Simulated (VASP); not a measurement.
Input of a VASP 6.6.1 run:

The input POSCAR:

```
Sb
1.0
    2.1755210196      1.2560376463      3.9671568213
   -2.1755210196      1.2560376463      3.9671568213
    0.0000000000     -2.5120752926      3.9671568213
Sb
2
Direct
    0.2297408714      0.2297408714      0.2297408714
    0.7702591286      0.7702591286      0.7702591286
```

File INCAR.step1:

```
SYSTEM = Sb
  PREC = Accurate
  ENCUT = 520
  ISMEAR = 0
  SIGMA = 0.1
  LREAL = .FALSE.
  LASPH = .TRUE.
  NELM = 60
  NBANDS = 12
  GGA = PE
  ALGO = Normal
  EDIFF = 1E-4
  LWAVE = .TRUE.
  LCHARG = .FALSE.
```

The input INCAR.step2:

```
SYSTEM = Sb
  PREC = Accurate
  ENCUT = 520
  EDIFF = 1E-6
  ISMEAR = 0
  SIGMA = 0.1
  LREAL = .FALSE.
  LASPH = .TRUE.
  NELM = 60
  ALGO = Normal
  ISIF = 2
  LWAVE = .FALSE.
  LCHARG = .FALSE.
  METAGGA = R2SCAN
  LMIXTAU = .TRUE.
  NBANDS = 12
  ISTART = 1
```

The input KPOINTS:

```
regular mesh
0
G
  12 12 12
  0 0 0
```

Potentials or basis: VASP PAW PBE potentials, release 64 (Sb).

Command:

```bash
$ cat potpaw_PBE.64/Sb/POTCAR > POTCAR
$ cp INCAR.step1 INCAR
$ mpirun -np 1 vasp_std > vasp.out
$ cp INCAR.step2 INCAR
$ mpirun -np 1 vasp_std > vasp.out
```

(1) Estimate the band gap on the k mesh.

(2) Predict the largest force.

(3) What does it give for the pressure?

Results:

(1) zero (bands 5 and 6 overlap by 0.14 eV).

(2) 0.056 eV/Å.

(3) -0.6 GPa.

Caveat: the PAW data sets were made with another functional, which shifts forces and pressure a little; spin-orbit coupling is left out, which moves the levels of the heavy elements.
